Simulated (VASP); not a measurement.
# LiH (Fm-3m) in VASP: density of states with PBE

Aim: the density of states of LiH with PBE.

All numbers are computed with VASP 6.6.1; they aren't measurements. Logs are shortened: lines on timing, memory, paths and dates and some standing lists are left out, and cuts for length are marked.

### Step 1. The cell of the first run

The structure is cubic, space group Fm-3m (No. 225). Conventional cell: a = 4.007 Å, b = 4.007 Å, c = 4.007 Å, α = 90.00°, β = 90.00°, γ = 90.00°. Li (site symmetry m-3m) has 6 H at 2.00 Å within 2.7 Å. H (site symmetry m-3m) has 6 Li at 2.00 Å within 2.7 Å.

### Step 2. Density of states, PBE

File POSCAR:

```
LiH
1.0
    0.0000000000      2.0033987297      2.0033987297
    2.0033987297      0.0000000000      2.0033987297
    2.0033987297      2.0033987297      0.0000000000
Li H
1 1
Direct
    0.0000000000      0.0000000000      0.0000000000
    0.5000000000      0.5000000000      0.5000000000
```

File INCAR.step1:

```
  ALGO = Normal
  EDIFF = 1E-6
  ENCUT = 520
  GGA = PE
  ISIF = 2
  ISMEAR = 0
  LASPH = T
  LCHARG = T
  LREAL = F
  LWAVE = F
  NBANDS = 9
  NELM = 100
  PREC = Accurate
  SIGMA = 0.02
```

File KPOINTS.step1:

```
k-points
0
Gamma
  10 10 10
```

File INCAR.step2:

```
  ALGO = Normal
  EDIFF = 1E-6
  ENCUT = 520
  GGA = PE
  ICHARG = 11
  ISIF = 2
  ISMEAR = -5
  LASPH = T
  LCHARG = F
  LORBIT = 11
  LREAL = F
  LWAVE = F
  NBANDS = 9
  NEDOS = 2001
  NELM = 100
  PREC = Accurate
  SIGMA = 0.02
```

File KPOINTS.step2:

```
k-points
0
Gamma
  15 15 15
```

Potentials or basis: VASP PAW PBE potentials, release 64 (Li_sv, H).

On the command line:

```sh
cat potpaw_PBE.64/Li_sv/POTCAR potpaw_PBE.64/H/POTCAR > POTCAR
cp INCAR.step1 INCAR
cp KPOINTS.step1 KPOINTS
mpirun -np 1 vasp_std > vasp.out
cp INCAR.step2 INCAR
cp KPOINTS.step2 KPOINTS
mpirun -np 1 vasp_std > vasp.out
```

OUTCAR:

```text
EDIFF = 1E-6
   ENCUT = 520
   GGA = PE
   ICHARG = 11
   ISIF = 2
   ISMEAR = -5
   LASPH = T
   LORBIT = 11
   LREAL = F
   NELM = 100
   PREC = Accurate

 ion  position               nearest neighbor table
   1  0.000  0.000  0.000-
   2  0.500  0.500  0.500-

  LATTYP: Found a face centered cubic cell.
 ALAT       =     4.0067974594

  Lattice vectors:

 A1 = (   0.0000000000,   2.0033987297,   2.0033987297)
 A2 = (   2.0033987297,   0.0000000000,   2.0033987297)
 A3 = (   2.0033987297,   2.0033987297,   0.0000000000)

Analysis of symmetry for initial positions (statically):
=====================================================================
 Subroutine PRICEL returns:
 Original cell was already a primitive cell.

 Routine SETGRP: Setting up the symmetry group for a
 face centered cubic supercell.

 Subroutine GETGRP returns: Found 48 space group operations
 (whereof 48 operations were pure point group operations)
 out of a pool of 48 trial point group operations.

The static configuration has the point symmetry O_h .

Analysis of symmetry for dynamics (positions and initial velocities):
=====================================================================
 Subroutine PRICEL returns:
 Original cell was already a primitive cell.

 Routine SETGRP: Setting up the symmetry group for a
 face centered cubic supercell.

 Subroutine GETGRP returns: Found 48 space group operations
 (whereof 48 operations were pure point group operations)
 out of a pool of 48 trial point group operations.

The dynamic configuration has the point symmetry O_h .

 Subroutine INISYM returns: Found 48 space group operations
 (whereof 48 operations are pure point group operations),
 and found     1 'primitive' translations

----------------------------------------------------------------------------------------

                                     Primitive cell

  volume of cell :      16.0817

  direct lattice vectors                    reciprocal lattice vectors
     0.000000000  2.003398730  2.003398730    -0.249575880  0.249575880  0.249575880
     2.003398730  0.000000000  2.003398730     0.249575880 -0.249575880  0.249575880
     2.003398730  2.003398730  0.000000000     0.249575880  0.249575880 -0.249575880

  length of vectors
     2.833233654  2.833233654  2.833233654     0.432278104  0.432278104  0.432278104

  position of ions in fractional coordinates (direct lattice)
     0.000000000  0.000000000  0.000000000
     0.500000000  0.500000000  0.500000000

  ion indices of the primitive-cell ions
   primitive index   ion index
                 1           1
                 2           2

----------------------------------------------------------------------------------------

 KPOINTS: k-points

Automatic generation of k-mesh.
 Grid dimensions read from file:
 generate k-points for:   15   15   15

 Generating k-lattice:

  Cartesian coordinates                     Fractional coordinates (reciprocal lattice)
    -0.016638392  0.016638392  0.016638392     0.066666667  0.000000000  0.000000000
     0.016638392 -0.016638392  0.016638392     0.000000000  0.066666667  0.000000000
     0.016638392  0.016638392 -0.016638392     0.000000000  0.000000000  0.066666667

  Length of vectors
     0.028818540  0.028818540  0.028818540

  Shift w.r.t. Gamma in fractional coordinates (k-lattice)
     0.000000000  0.000000000  0.000000000

 TETIRR: Found    484 inequivalent tetrahedra from    20250

 Subroutine IBZKPT returns following result:
 ===========================================

 Found    120 irreducible k-points:

 Following reciprocal coordinates:
            Coordinates               Weight
  0.000000  0.000000  0.000000      1.000000
  0.066667  0.000000  0.000000      8.000000
  0.133333  0.000000  0.000000      8.000000
  0.200000  0.000000  0.000000      8.000000
  0.266667  0.000000  0.000000      8.000000
  0.333333  0.000000  0.000000      8.000000
[... 16 lines left out ...]
  0.133333  0.133333  0.000000      6.000000
  0.200000  0.133333  0.000000     24.000000
 [... further k-points ...]
   k-points           NKPTS =    120   k-points in BZ     NKDIM =    120   number of bands    NBANDS=      9
   number of dos      NEDOS =   2001   number of ions     NIONS =      2
   total plane-waves  NPLWV =  13824
   dimension x,y,z NGX =    24 NGY =   24 NGZ =   24
   dimension x,y,z NGXF=    48 NGYF=   48 NGZF=   48
   ions per type =               1   1
   NGX,Y,Z   is equivalent  to a cutoff of  14.08, 14.08, 14.08 a.u.
   NGXF,Y,Z  is equivalent  to a cutoff of  28.17, 28.17, 28.17 a.u.
 SYSTEM =  unknown system
   PREC   = accura    normal or accurate (medium, high low for compatibility)
   ISTART =      0    job   : 0-new  1-cont  2-samecut
   ICHARG =     11    charge: 1-file 2-atom 10-const
   ISPIN  =      1    spin polarized calculation?
   LNONCOLLINEAR =      F non collinear calculations
   LSORBIT =      F    spin-orbit coupling
   LASPH  =      T    aspherical Exc in radial PAW
   ENCUT  =  520.0 eV  38.22 Ry    6.18 a.u.   5.27  5.27  5.27*2*pi/ulx,y,z
   NELM   =    100;   NELMIN=  2; NELMDL=  0     # of ELM steps
   EDIFF  = 0.1E-05   stopping-criterion for ELM
   LREAL  =      F    real-space projection
   EDIFFG = 0.1E-04   stopping-criterion for IOM
   NSW    =      0    number of steps for IOM
   IBRION =     -1    ionic relax: 0-MD 1-quasi-New 2-CG
   NFREE  =      0    steps in history (QN), initial steepest desc. (CG)
   ISIF   =      2    stress and relaxation
   ISYM   =      2    0-nonsym 1-usesym 2-fastsym
   POTIM  = 0.5000    time-step for ionic-motion
   TEBEG  =    0.0;   TEEND  =   0.0 temperature during run
   PSTRESS=    0.0 pullay stress
   NELECT =       4.0000    total number of electrons
   NUPDOWN=      -1.0000    fix difference up-down
   EMIN   =  10.00;   EMAX   =-10.00  energy-range for DOS
   EFERMI =   0.00;   METHOD = LEGACY
   ISMEAR =    -5;   SIGMA  =   0.02  broadening in eV -4-tet -1-fermi 0-gaus
   EFERMI_NEDOS =   21; number of points for ismear=-14 and -15
   IALGO  =     38    algorithm
   IMIX   =      4    mixing-type and parameters
     AMIX     =   0.40;   BMIX     =  1.00
     AMIX_MAG =   1.60;   BMIX_MAG =  1.00
  volume/ion in A,a.u.               =       8.04        54.26
  Fermi-wavevector in a.u.,A,eV,Ry     =   1.029558  1.945582 14.422032  1.059989
  Thomas-Fermi vector in A             =   2.163611
   LORBIT       =     11    0 simple, 1 ext, 2 COOP (PROOUT), +10 PAW based schemes
   GGA     = PE    functional components
   LHFCALC =     F    Hartree Fock is set to
   AEXX    =    0.0000 exact exchange contribution
   IVDW    =     0    specifies the selected vdW correction
   LEPSILON=     F    determine dielectric tensor
   LRPA    =     F    only Hartree local field effects (RPA)
 non-spin polarized calculation
 Fermi weights with tetrahedron method with Bloechl corrections
  energy-cutoff  :      520.00
  volume of cell :       16.08
 maximum number of plane-waves:       445
 NGX is ok and might be reduce to    24

 number of electron       3.9999995 magnetization

 Free energy of the ion-electron system (eV)
  ---------------------------------------------------
  ext. energy  EPLUGINS =         0.00000000
  ---------------------------------------------------
  free energy    TOTEN  =        -6.12705703 eV

  energy without entropy =       -6.12705703  energy(sigma->0) =       -6.12705703

 E-fermi :   0.1174     XC(G=0):  -8.5158

 val. band max:        0.0747032704   @ k =  -0.4667   0.4667   0.0000
 cond. band min:       3.1573626355   @ k =  -0.4667   0.4667   0.0000
 fundamental gap:      3.0826593652
 Fermi energy:         0.1173728067

 k-point     1 :       0.0000    0.0000    0.0000
  band No.  band energies     occupation
      1     -44.1920      2.00000
      2      -5.3408      2.00000
      3      16.2095      0.00000
      4      18.0017      0.00000
      5      18.0017      0.00000
      6      18.0017      0.00000
      7      22.7195      0.00000
      8      22.7195      0.00000
      9      22.7195      0.00000

 k-point     2 :       0.0667    0.0000    0.0000
  band No.  band energies     occupation
      1     -44.1901      2.00000
      2      -5.2620      2.00000
      3      15.5412      0.00000
      4      17.4580      0.00000
      5      17.8091      0.00000
      6      17.8091      0.00000
      7      22.1721      0.00000
      8      23.1238      0.00000
      9      23.1238      0.00000

 k-point     3 :       0.1333    0.0000    0.0000
  band No.  band energies     occupation
      1     -44.1844      2.00000
      2      -5.0277      2.00000
      3      13.7119      0.00000
      4      16.5633      0.00000
      5      17.3942      0.00000
      6      17.3942      0.00000
      7      22.3152      0.00000
      8      24.0001      0.00000
      9      24.0001      0.00000

 k-point     4 :       0.2000    0.0000    0.0000
  band No.  band energies     occupation
      1     -44.1760      2.00000
      2      -4.6468      2.00000
      3      11.4722      0.00000
      4      15.7351      0.00000
      5      16.9850      0.00000
      6      16.9850      0.00000
      7      22.9952      0.00000
      8      23.3518      0.00000
      9      23.3519      0.00000
[... 205 lines left out ...]
 k-point    22 :      -0.0667    0.0667    0.0000
  band No.  band energies     occupation
      1     -44.1869      2.00000
      2      -5.1307      2.00000
      3      14.7401      0.00000
      4      16.1226      0.00000
      5      17.4666      0.00000
      6      18.2370      0.00000
      7      21.8242      0.00000
      8      23.0521      0.00000
      9      24.7188      0.00000

 k-point    23 :       0.1333    0.1333    0.0000
  band No.  band energies     occupation
      1     -44.1820      2.00000
      2      -4.9150      2.00000
      3      14.1895      0.00000
      4      15.5708      0.00000
      5      15.5708      0.00000
      6      18.8407      0.00000
      7      19.0855      0.00000
      8      24.7152      0.00000
      9      26.2098      0.00000

 k-point    24 :       0.2000    0.1333    0.0000
  band No.  band energies     occupation
      1     -44.1757      2.00000
      2      -4.6229      2.00000
      3      12.7646      0.00000
      4      14.6415      0.00000
      5      14.8831      0.00000
      6      18.5231      0.00000
      7      19.1053      0.00000
      8      24.2935      0.00000
      9      27.1226      0.00000

 [... further k-points ...]
[... 5 lines left out ...]
  --------------------------------------------------------------------------------------
  -------------------------------------------------------------------------------------
  Total       -0.0244254     -0.0244254     -0.0244254      0.0000000      0.0000000     -0.0000000
  in kB       -2.4334364     -2.4334364     -2.4334364      0.0000000      0.0000000     -0.0000000
  external PRESSURE =      -2.4334364 kB  Pullay stress =       0.0000000 kB

 VOLUME and BASIS-vectors are now :
 -----------------------------------------------------------------------------
  energy-cutoff  :      520.00
  volume of cell :       16.08
      direct lattice vectors                 reciprocal lattice vectors
     0.000000000  2.003398730  2.003398730    -0.249575880  0.249575880  0.249575880
     2.003398730  0.000000000  2.003398730     0.249575880 -0.249575880  0.249575880
     2.003398730  2.003398730  0.000000000     0.249575880  0.249575880 -0.249575880

 POSITION                                       TOTAL-FORCE (eV/Angst)
 -----------------------------------------------------------------------------------
      0.00000      0.00000      0.00000         0.000000     -0.000000      0.000000
      2.00340      2.00340      2.00340        -0.000000      0.000000     -0.000000
 -----------------------------------------------------------------------------------
    total drift:                                0.000000     -0.000000     -0.000000

  FREE ENERGIE OF THE ION-ELECTRON SYSTEM (eV)
  ---------------------------------------------------
  free  energy   TOTEN  =        -6.1270570263 eV

  energy  without entropy=       -6.1270570263  energy(sigma->0) =       -6.12705703

 total charge

# of ion       s       p       d       tot
------------------------------------------
    1        2.021   0.060   0.000   2.081
    2        0.545   0.002   0.000   0.547
--------------------------------------------------
tot          2.566   0.062   0.000   2.628
```

It took 19 s on 1 thread of Intel Xeon 8259CL, shared host; peak memory 0.14 GiB.

What came out:

| Item | Value |
| --- | --- |
| Valence electrons inside the program's atomic spheres | Li 2.08; H 0.55 |

Levels at points of the mesh, in eV from the valence-band top:
| k point | band 1 | band 2 | band 3 | band 4 | band 5 | band 6 |
| --- | --- | --- | --- | --- | --- | --- |
| (0.00, 0.00, 0.00) | -44.27 | -5.42 | 16.13 | 17.93 | 17.93 | 17.93 |

Caveat: the cutoff is under 1.25 times the usual one of these potentials, so pressure, stress and relaxed cells hold a basis-set (Pulay) error.
